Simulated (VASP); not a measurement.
HfO2, 12 atoms in the cell. Symmetry: Pca2_1, No. 29, orthorhombic system. Conventional cell: a = 5.299 Å, b = 5.081 Å, c = 5.031 Å, α = 90.00°, β = 90.00°, γ = 90.00°. Hf (site symmetry 1) has 7 O at 2.04 to 2.28 Å within 2.7 Å. O (site symmetry 1) has 3 Hf at 2.04 to 2.16 Å and 9 O at 2.55 to 2.97 Å within 3.0 Å. O (site symmetry 1) has 4 Hf at 2.12 to 2.28 Å and 7 O at 2.53 to 2.85 Å within 2.9 Å.  This cell differs from its parent crystal: epitaxial xy strain +1.0%.

| Property | Result |
| --- | --- |
| Program | VASP 6.6.1 |
| Task | single point |
| Functional | PBE |
| Potentials or basis | VASP PAW PBE potentials, release 64 (Hf_pv, O) |
| Cutoff | 520 eV |
| k mesh | 6 × 6 × 6 |
| Occupations | fermi-dirac, width 0.02 eV |
| Spin | no spin polarisation |
| Dipole correction | no |
| Further INCAR settings | ALGO = Normal; EDIFF = 1e-06; NBANDS = 56 |

Potentials or basis: VASP PAW PBE potentials, release 64 (Hf_pv, O).

Run with:

```console
$ cat potpaw_PBE.64/Hf_pv/POTCAR potpaw_PBE.64/O/POTCAR > POTCAR
$ mpirun -np 1 vasp_std > vasp.out
```

Hardware: 1 thread of Intel(R) Xeon(R) 6975P-C (Granite Rapids) (shared host).

Q: How long does it take, and how much memory?

A: Wall time 3.6 min on 1 thread of Intel(R) Xeon(R) 6975P-C (Granite Rapids), on a shared host, peak memory 0.47 GiB. Counts: scf iterations 14, k points 64.
